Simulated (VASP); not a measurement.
Input of a VASP 6.6.1 run:

File INCAR:

```
SYSTEM = Rh
PREC = Accurate
ENCUT = 520
EDIFF = 1E-6
ISMEAR = -1
SIGMA = 0.1
LREAL = .False.
LASPH = .True.
NELM = 100
ALGO = Normal
ISIF = 2
LWAVE = .False.
LCHARG = .False.
GGA = PS
NBANDS = 70
```

KPOINTS

```
regular mesh
0
Gamma
  6 6 6
  0 0 0
```

File POSCAR:

```
Rh
1.0
    4.8198671501      0.0000000000      0.0000000000
    0.0000000000      4.8198671501      0.0000000000
    0.0000000000      0.0000000000      4.8198671501
Rh
8
Direct
    0.0000000000      1.0000000000      1.0000000000
    0.5000000000      0.5000000000      0.5000000000
    0.2500000000      1.0000000000      0.5000000000
    0.7500000000      0.0000000000      0.5000000000
    0.5000000000      0.2500000000      0.0000000000
    0.5000000000      0.7500000000      0.0000000000
    0.0000000000      0.5000000000      0.2500000000
    0.0000000000      0.5000000000      0.7500000000
```

Potentials or basis: VASP PAW PBE potentials, release 64 (Rh_pv).

Run with:

```console
$ cat potpaw_PBE.64/Rh_pv/POTCAR > POTCAR
$ mpirun -np 1 vasp_std > vasp.out
```

Problem. Predict the pressure.

Solution. -0.1 GPa.

Problem. Predict the band gap on the k mesh.

Solution. Zero (band 60 reaches 11.78 eV, above the bottom of band 61 at 11.34 eV).

Caveat: the PAW data sets were made with another functional, which shifts forces and pressure a little.
